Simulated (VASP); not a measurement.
Ti3Al:

```
Ti Al
1.0
     0.00000    3.05220    3.05220
     3.05220    0.00000    3.05220
     3.05220    3.05220    0.00000
Ti Al
3 1
Direct
  0.75000 0.75000 0.75000
  0.25000 0.25000 0.25000
  0.00000 0.00000 0.00000
  0.50000 0.50000 0.50000
```

Base run:

| Item | Value |
| --- | --- |
| Program | VASP 6.6.1 |
| Functional | PBEsol |
| Potentials or basis | VASP PAW PBE potentials, release 64 (Ti_sv, Al) |
| Cutoff | 520 eV |
| k mesh | 12 × 12 × 12 |
| Occupations | gaussian, width 0.15 eV |
| Spin | collinear spin, ferromagnetic start |
| Starting moments | [0.1, 0.1, 0.1, 0.0] μB |
| Fixed moment | 0.3 μB |

Its results: pressure 19.2 GPa; site moments Ti +0.03, +0.18; Al -0.00 μB.

The run is repeated on the same cell with these changes: fixed moment from 0.3 μB to 2.7 μB; moments at the start from [0.1, 0.1, 0.1, 0.0] to [0.9, 0.9, 0.9, 0.0]. What comes out?

Pressure 21.6 GPa; site moments Ti +0.48, +1.07; Al -0.01 μB.

Caveats: the PAW data sets were made with another functional, which shifts forces and pressure a little; the total moment is fixed, so each spin has its own Fermi level.
